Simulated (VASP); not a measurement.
# GeW3 (Fm-3m) in VASP: a series of runs, part 2 of 2

VASP 6.6.1.

## 3. Relaxation of cell and atoms, PBE

This run uses another cell than the first one, of 17.13 Å³/atom.

File INCAR:

```
PREC = Accurate
ENCUT = 600
EDIFF = 1E-6
ISMEAR = 0
SIGMA = 0.1
LREAL = F
LASPH = T
NELM = 100
ALGO = Normal
ISIF = 3
LWAVE = F
LCHARG = F
GGA = PE
IBRION = 2
NSW = 90
EDIFFG = -0.04
```

File KPOINTS:

```
regular mesh
0
Gamma
  4 4 4
```

File POSCAR:

```
GeW3
1.0
    0.0000000000      3.2477050300      3.2477050300
    3.2477050300      0.0000000000      3.2477050300
    3.2477050300      3.2477050300      0.0000000000
Ge W
1 3
Direct
    0.5000000000      0.5000000000      0.5000000000
    0.2500000000      0.2500000000      0.2500000000
    0.0000000000      0.0000000000      0.0000000000
    0.7500000000      0.7500000000      0.7500000000
```

Potentials or basis: VASP PAW PBE potentials, release 64 (Ge_d, W_sv).

The run is started by

```
cat potpaw_PBE.64/Ge_d/POTCAR potpaw_PBE.64/W_sv/POTCAR > POTCAR
mpirun -np 1 vasp_std > vasp.out
```

OUTCAR:

```text
PREC = Accurate
   ENCUT = 600
   EDIFF = 1E-6
   ISMEAR = 0
   LREAL = F
   LASPH = T
   NELM = 100
   ISIF = 3
   GGA = PE
   IBRION = 2
   NSW = 90
   EDIFFG = -0.04

 ion  position               nearest neighbor table
   1  0.500  0.500  0.500-   2 2.81   2 2.81   2 2.81   4 2.81   4 2.81   4 2.81   4 2.81   2 2.81

   2  0.250  0.250  0.250-   3 2.81   3 2.81   3 2.81   1 2.81   1 2.81   1 2.81   3 2.81   1 2.81
                             4 3.25   4 3.25   4 3.25   4 3.25   4 3.25   4 3.25
   3  0.000  0.000  0.000-   4 2.81   4 2.81   4 2.81   2 2.81   2 2.81   2 2.81   4 2.81   2 2.81

   4  0.750  0.750  0.750-   1 2.81   1 2.81   1 2.81   3 2.81   3 2.81   3 2.81   3 2.81   1 2.81
                             2 3.25   2 3.25   2 3.25   2 3.25   2 3.25   2 3.25

  LATTYP: Found a face centered cubic cell.
 ALAT       =     6.4954100600

  Lattice vectors:

 A1 = (   0.0000000000,   3.2477050300,   3.2477050300)
 A2 = (   3.2477050300,   0.0000000000,   3.2477050300)
 A3 = (   3.2477050300,   3.2477050300,   0.0000000000)

Analysis of symmetry for initial positions (statically):
=====================================================================
 Subroutine PRICEL returns:
 Original cell was already a primitive cell.

 Routine SETGRP: Setting up the symmetry group for a
 face centered cubic supercell.

 Subroutine GETGRP returns: Found 48 space group operations
 (whereof 48 operations were pure point group operations)
 out of a pool of 48 trial point group operations.

The static configuration has the point symmetry O_h .

Analysis of symmetry for dynamics (positions and initial velocities):
=====================================================================
 Subroutine PRICEL returns:
 Original cell was already a primitive cell.

 Routine SETGRP: Setting up the symmetry group for a
 face centered cubic supercell.

 Subroutine GETGRP returns: Found 48 space group operations
 (whereof 48 operations were pure point group operations)
 out of a pool of 48 trial point group operations.

The dynamic configuration has the point symmetry O_h .

 Subroutine INISYM returns: Found 48 space group operations
 (whereof 48 operations are pure point group operations),
 and found     1 'primitive' translations

----------------------------------------------------------------------------------------

                                     Primitive cell

  volume of cell :      68.5109

  direct lattice vectors                    reciprocal lattice vectors
     0.000000000  3.247705030  3.247705030    -0.153954868  0.153954868  0.153954868
     3.247705030  0.000000000  3.247705030     0.153954868 -0.153954868  0.153954868
     3.247705030  3.247705030  0.000000000     0.153954868  0.153954868 -0.153954868

  length of vectors
     4.592948500  4.592948500  4.592948500     0.266657654  0.266657654  0.266657654

  position of ions in fractional coordinates (direct lattice)
     0.500000000  0.500000000  0.500000000
     0.250000000  0.250000000  0.250000000
     0.000000000  0.000000000  0.000000000
     0.750000000  0.750000000  0.750000000

  ion indices of the primitive-cell ions
   primitive index   ion index
                 1           1
                 2           2
                 3           3
                 4           4

----------------------------------------------------------------------------------------

 KPOINTS: regular mesh

Automatic generation of k-mesh.
 Grid dimensions read from file:
 generate k-points for:    4    4    4

 Generating k-lattice:

  Cartesian coordinates                     Fractional coordinates (reciprocal lattice)
    -0.038488717  0.038488717  0.038488717     0.250000000  0.000000000  0.000000000
     0.038488717 -0.038488717  0.038488717     0.000000000  0.250000000  0.000000000
     0.038488717  0.038488717 -0.038488717     0.000000000  0.000000000  0.250000000

  Length of vectors
     0.066664413  0.066664413  0.066664413

  Shift w.r.t. Gamma in fractional coordinates (k-lattice)
     0.000000000  0.000000000  0.000000000

 Subroutine IBZKPT returns following result:
 ===========================================

 Found      8 irreducible k-points:

 Following reciprocal coordinates:
            Coordinates               Weight
  0.000000  0.000000  0.000000      1.000000
  0.250000  0.000000  0.000000      8.000000
  0.500000  0.000000  0.000000      4.000000
  0.250000  0.250000  0.000000      6.000000
  0.500000  0.250000  0.000000     24.000000
 -0.250000  0.250000  0.000000     12.000000
  0.500000  0.500000  0.000000      3.000000
 -0.250000  0.500000  0.250000      6.000000
   k-points           NKPTS =      8   k-points in BZ     NKDIM =      8   number of bands    NBANDS=     33
   number of dos      NEDOS =    301   number of ions     NIONS =      4
   total plane-waves  NPLWV =  64000
   dimension x,y,z NGX =    40 NGY =   40 NGZ =   40
   dimension x,y,z NGXF=    80 NGYF=   80 NGZF=   80
   ions per type =               1   3
   NGX,Y,Z   is equivalent  to a cutoff of  14.48, 14.48, 14.48 a.u.
   NGXF,Y,Z  is equivalent  to a cutoff of  28.96, 28.96, 28.96 a.u.
 SYSTEM =  unknown system
   PREC   = accura    normal or accurate (medium, high low for compatibility)
   ISTART =      0    job   : 0-new  1-cont  2-samecut
   ICHARG =      2    charge: 1-file 2-atom 10-const
   ISPIN  =      1    spin polarized calculation?
   LNONCOLLINEAR =      F non collinear calculations
   LSORBIT =      F    spin-orbit coupling
   LASPH  =      T    aspherical Exc in radial PAW
   ENCUT  =  600.0 eV  44.10 Ry    6.64 a.u.   9.17  9.17  9.17*2*pi/ulx,y,z
   NELM   =    100;   NELMIN=  2; NELMDL= -5     # of ELM steps
   EDIFF  = 0.1E-05   stopping-criterion for ELM
   LREAL  =      F    real-space projection
   EDIFFG = -.4E-01   stopping-criterion for IOM
   NSW    =     90    number of steps for IOM
   IBRION =      2    ionic relax: 0-MD 1-quasi-New 2-CG
   NFREE  =      1    steps in history (QN), initial steepest desc. (CG)
   ISIF   =      3    stress and relaxation
   ISYM   =      2    0-nonsym 1-usesym 2-fastsym
   POTIM  = 0.5000    time-step for ionic-motion
   TEBEG  =    0.0;   TEEND  =   0.0 temperature during run
   PSTRESS=    0.0 pullay stress
   NELECT =      56.0000    total number of electrons
   NUPDOWN=      -1.0000    fix difference up-down
   EMIN   =  10.00;   EMAX   =-10.00  energy-range for DOS
   EFERMI =   0.00;   METHOD = LEGACY
   ISMEAR =     0;   SIGMA  =   0.10  broadening in eV -4-tet -1-fermi 0-gaus
   EFERMI_NEDOS =   21; number of points for ismear=-14 and -15
   IALGO  =     38    algorithm
   IMIX   =      4    mixing-type and parameters
     AMIX     =   0.40;   BMIX     =  1.00
     AMIX_MAG =   1.60;   BMIX_MAG =  1.00
  volume/ion in A,a.u.               =      17.13       115.58
  Fermi-wavevector in a.u.,A,eV,Ry     =   1.530679  2.892565 31.878174  2.342980
  Thomas-Fermi vector in A             =   2.638129
   LORBIT       =      0    0 simple, 1 ext, 2 COOP (PROOUT), +10 PAW based schemes
   GGA     = PE    functional components
   LHFCALC =     F    Hartree Fock is set to
   AEXX    =    0.0000 exact exchange contribution
   IVDW    =     0    specifies the selected vdW correction
   LEPSILON=     F    determine dielectric tensor
   LRPA    =     F    only Hartree local field effects (RPA)
 conjugate gradient relaxation of ions
 non-spin polarized calculation
 Gauss-broadening in eV      SIGMA  =   0.10
  energy-cutoff  :      600.00
  volume of cell :       68.51
 maximum number of plane-waves:      2302
 NGX is ok and might be reduce to    40
   NGX = 19   NGY = 19   NGZ = 19

--------------------------------------- Ionic step        1  -------------------------------------------

 number of electron      56.0000014 magnetization

 Free energy of the ion-electron system (eV)
  ---------------------------------------------------
  ext. energy  EPLUGINS =         0.00000000
  ---------------------------------------------------
  free energy    TOTEN  =       -41.43793266 eV

  energy without entropy =      -41.40715800  energy(sigma->0) =      -41.42254533

 E-fermi :   9.8590     XC(G=0): -12.8594

 val. band max:        9.8322338427   @ k =   0.2500   0.0000   0.0000
 cond. band min:       9.9839261992   @ k =   0.5000   0.2500   0.0000
 fundamental gap:      0.1516923565
 Fermi energy:         9.8589857325

 k-point     1 :       0.0000    0.0000    0.0000
  band No.  band energies     occupation
      1     -64.6029      2.00000
      2     -64.1458      2.00000
      3     -64.1357      2.00000
      4     -28.8730      2.00000
      5     -28.8730      2.00000
      6     -28.8730      2.00000
[... 388 lines left out ...]
  energy  without entropy=      -41.7097342481  energy(sigma->0) =      -41.72331579

--------------------------------------- Ionic step        4  -------------------------------------------

 number of electron      55.9999994 magnetization

 Free energy of the ion-electron system (eV)
  ---------------------------------------------------
  ext. energy  EPLUGINS =         0.00000000
  ---------------------------------------------------
  free energy    TOTEN  =       -41.73862821 eV

  energy without entropy =      -41.71159812  energy(sigma->0) =      -41.72511316

 E-fermi :  10.9456     XC(G=0): -13.2938

 val. band max:       10.9345331431   @ k =   0.2500   0.0000   0.0000
 cond. band min:      11.1133103161   @ k =   0.5000   0.2500   0.0000
 fundamental gap:      0.1787771730
 Fermi energy:        10.9456151043

 k-point     1 :       0.0000    0.0000    0.0000
  band No.  band energies     occupation
      1     -63.4341      2.00000
      2     -62.9334      2.00000
      3     -62.9209      2.00000
      4     -27.7987      2.00000
      5     -27.7987      2.00000
      6     -27.7987      2.00000
[... 308 lines left out ...]
  FREE ENERGIE OF THE ION-ELECTRON SYSTEM (eV)
  ---------------------------------------------------
  free  energy   TOTEN  =       -41.7386282064 eV

  energy  without entropy=      -41.7115981153  energy(sigma->0) =      -41.72511316

 reached required accuracy - stopping structural energy minimisation
```

CONTCAR:

```text
GeW3
   1.00000000000000
     0.0000000000000000    3.1637117333328213    3.1637117333328213
     3.1637117333328213   -0.0000000000000000    3.1637117333328213
     3.1637117333328213    3.1637117333328213   -0.0000000000000000
  Ge              W
     1     3
Direct
     0.5000000000000000    0.5000000000000000    0.5000000000000000
     0.2500000000000000    0.2500000000000000    0.2500000000000000
     0.0000000000000000    0.0000000000000000    0.0000000000000000
     0.7500000000000000    0.7500000000000000    0.7500000000000000

  0.00000000E+00  0.00000000E+00  0.00000000E+00
  0.00000000E+00  0.00000000E+00  0.00000000E+00
  0.00000000E+00  0.00000000E+00  0.00000000E+00
  0.00000000E+00  0.00000000E+00  0.00000000E+00
```

Wall time 71 s (1 thread of AMD EPYC 9R45 (Zen 5), shared host); peak memory 0.22 GiB.

Results:

```yaml
Free_energy: -41.7386 eV
Relaxed_volume: 15.83 Å³/atom
Relaxed_cell: a = 4.474 Å, b = 4.474 Å, c = 4.474 Å, α = 60.00°, β = 60.00°, γ = 60.00°
Space_group_after_relaxing_to_0.1_Å: Fm-3m (No. 225)
Energy_gained_by_relaxing: 75.2 meV/atom
Ionic_steps: 4
Pressure_after_relaxing: -0.3 GPa
Band_gap_on_the_k_mesh: zero (bands 28 and 29 overlap by 2.38 eV)
```

Step by step:
| step | energy change (eV) | largest force (eV/Å) | pressure (GPa) | volume (Å³) |
| --- | --- | --- | --- | --- |
| 1 | 0.0000 | 0.0000 | -17.00 | 68.51 |
| 2 | 1.9331 | 0.0000 | 75.68 | 52.02 |
| 3 | -0.2990 | 0.0000 | -1.53 | 63.63 |
| 4 | -0.3007 | 0.0000 | -0.31 | 63.33 |

Final structure:
```
Ge W
1.0
     0.00000    3.16371    3.16371
     3.16371    0.00000    3.16371
     3.16371    3.16371    0.00000
Ge W
1 3
Direct
  0.50000 0.50000 0.50000
  0.25000 0.25000 0.25000
  0.00000 0.00000 0.00000
  0.75000 0.75000 0.75000
```

Levels at points of the mesh, in eV from the Fermi level:
```
           k point  band 25  band 26  band 27  band 28  band 29  band 30  band 31  band 32
(0.00, 0.00, 0.00)    -2.27    -2.27    -1.28     1.73     1.73     1.73     2.46     2.46
(0.50, 0.00, 0.00)    -1.87    -1.87    -1.44    -0.65    -0.65     1.68     1.68     2.18
(0.50, 0.50, 0.00)    -2.85    -2.67    -1.07    -0.12    -0.12     0.56     1.56     1.95
```

Caveat: the k points lie up to 0.43 Å⁻¹ apart in the final cell, too coarse for converged energies and pressures of a metal; spin-orbit coupling is left out, which moves the levels of the heavy elements.

## 4. Relaxation of cell and atoms, PBE

File INCAR:

```
PREC     = Accurate       # precision mode
ENCUT    = 600            # plane-wave cutoff, eV
EDIFF    = 1E-7           # SCF threshold, eV
ISMEAR   = 0              # smearing method
SIGMA    = 0.1            # smearing width, eV
LREAL    = F              # projectors in reciprocal space
LASPH    = T              # aspherical terms in the spheres
NELM     = 100            # most SCF steps
ALGO     = Normal         # electronic algorithm
ISIF     = 3              # what is computed and relaxed
LWAVE    = F              # write WAVECAR
LCHARG   = F              # write CHGCAR
GGA      = PE             # functional
IBRION   = 2              # ionic algorithm
NSW      = 90             # ionic steps
EDIFFG   = -0.04          # ionic threshold
```

File KPOINTS:

```
Automatic mesh
0
Gamma
  6 6 6
```

File POSCAR:

```
GeW3
1.0
    0.0000000000      3.1604007771      3.1604007771
    3.1604007771      0.0000000000      3.1604007771
    3.1604007771      3.1604007771      0.0000000000
Ge W
1 3
Direct
    0.5000000000      0.5000000000      0.5000000000
    0.2500000000      0.2500000000      0.2500000000
    0.0000000000      0.0000000000      0.0000000000
    0.7500000000      0.7500000000      0.7500000000
```

The run is started by

```
cat potpaw_PBE.64/Ge_d/POTCAR potpaw_PBE.64/W_sv/POTCAR > POTCAR
mpirun -np 1 vasp_std > vasp.out
```

Run time: 32 s. Hardware: 1 thread of AMD EPYC 9R45 (Zen 5), shared host; peak memory 0.18 GiB.

Results (log left out):

```yaml
Free_energy: -41.8270 eV
Pressure_after_relaxing: 0.3 GPa
Band_gap_on_the_k_mesh: zero (bands 28 and 29 overlap by 2.39 eV)
```

Final structure:
```yaml
crystal:
  lattice:
    - [0.00000, 3.16040, 3.16040]
    - [3.16040, 0.00000, 3.16040]
    - [3.16040, 3.16040, 0.00000]
  atoms:
    - { symbol: Ge, position: [0.50000, 0.50000, 0.50000] }
    - { symbol: W, position: [0.25000, 0.25000, 0.25000] }
    - { symbol: W, position: [0.00000, 0.00000, 0.00000] }
    - { symbol: W, position: [0.75000, 0.75000, 0.75000] }
```

Levels at points of the mesh, in eV from the Fermi level:
| k point | band 26 | band 27 | band 28 | band 29 | band 30 | band 31 |
| --- | --- | --- | --- | --- | --- | --- |
| (0.00, 0.00, 0.00) | -2.01 | -0.97 | 1.99 | 1.99 | 1.99 | 2.74 |
| (0.50, 0.00, 0.00) | -1.61 | -1.17 | -0.40 | -0.40 | 1.96 | 1.96 |
| (0.50, 0.50, 0.00) | -2.42 | -0.80 | 0.15 | 0.15 | 0.85 | 1.82 |

Caveat: the relaxation stopped at its first step, so nothing moved; spin-orbit coupling is left out, which moves the levels of the heavy elements.

## 5. Single point, PBE

File INCAR:

```
ALGO = Fast
EDIFF = 1E-7
ENCUT = 520
GGA = PE
ISIF = 2
ISMEAR = 0
LASPH = T
LCHARG = F
LREAL = F
LWAVE = F
NBANDS = 36
NELM = 60
PREC = Accurate
SIGMA = 0.1
```

File KPOINTS:

```
k-points
0
Gamma
  12 12 12
```

File POSCAR:

```
GeW3
1.0
    0.0000000000      3.1600943988      3.1600943988
    3.1600943988      0.0000000000      3.1600943988
    3.1600943988      3.1600943988      0.0000000000
Ge W
1 3
Direct
    0.5000000000      0.5000000000      0.5000000000
    0.2500000000      0.2500000000      0.2500000000
    0.0000000000      0.0000000000      0.0000000000
    0.7500000000      0.7500000000      0.7500000000
```

The run is started by

```
cat potpaw_PBE.64/Ge_d/POTCAR potpaw_PBE.64/W_sv/POTCAR > POTCAR
mpirun -np 1 vasp_std > vasp.out
```

It took 4.2 min on 1 thread of AMD EPYC 9R45 (Zen 5), shared host; peak memory 0.27 GiB.

Results (log left out):

| Quantity | Value |
| --- | --- |
| Free energy | -41.8479 eV |
| Pressure | 0.4 GPa |
| Band gap on the k mesh | zero (bands 28 and 29 overlap by 2.54 eV) |

Levels at points of the mesh, in eV from the Fermi level:
```csv
k point,band 25,band 26,band 27,band 28,band 29,band 30,band 31,band 32
"(0.00, 0.00, 0.00)",-2.10,-2.10,-1.06,1.89,1.89,1.89,2.66,2.66
"(0.50, 0.00, 0.00)",-1.71,-1.71,-1.27,-0.50,-0.50,1.88,1.88,2.37
"(0.50, 0.50, 0.00)",-2.69,-2.52,-0.88,0.05,0.05,0.77,1.71,2.12
```

Caveat: spin-orbit coupling is left out, which moves the levels of the heavy elements.

## 6. Overview

| task | cell | k mesh | cutoff (eV) | gap on the mesh (eV) | pressure (GPa) |
| --- | --- | --- | --- | --- | --- |
| single point | a = 4.469 Å, angles 60.0°, 4 atoms | 6 × 6 × 6 | 520 | none | 0.2 |
| relaxation of cell and atoms | relaxed from a = 4.593 Å, angles 60.0°, 4 atoms | 4 × 4 × 4 | 600 | none | -0.3 |
| relaxation of cell and atoms | relaxed from a = 4.469 Å, angles 60.0°, 4 atoms | 6 × 6 × 6 | 600 | none | 0.3 |
| single point | a = 4.469 Å, angles 60.0°, 4 atoms | 12 × 12 × 12 | 520 | none | 0.4 |

Alike in all rows: level PBE; potentials or basis VASP PAW PBE potentials, release 64 (Ge_d, W_sv); no spin polarisation; smearing gaussian 0.1 eV.

Caveats: some runs use coarse meshes; spin-orbit coupling is left out, which moves the levels of the heavy elements; the relaxation stopped at its first step, so nothing moved (at least some runs).

Absolute energies hang on the potentials; compare differences alone.
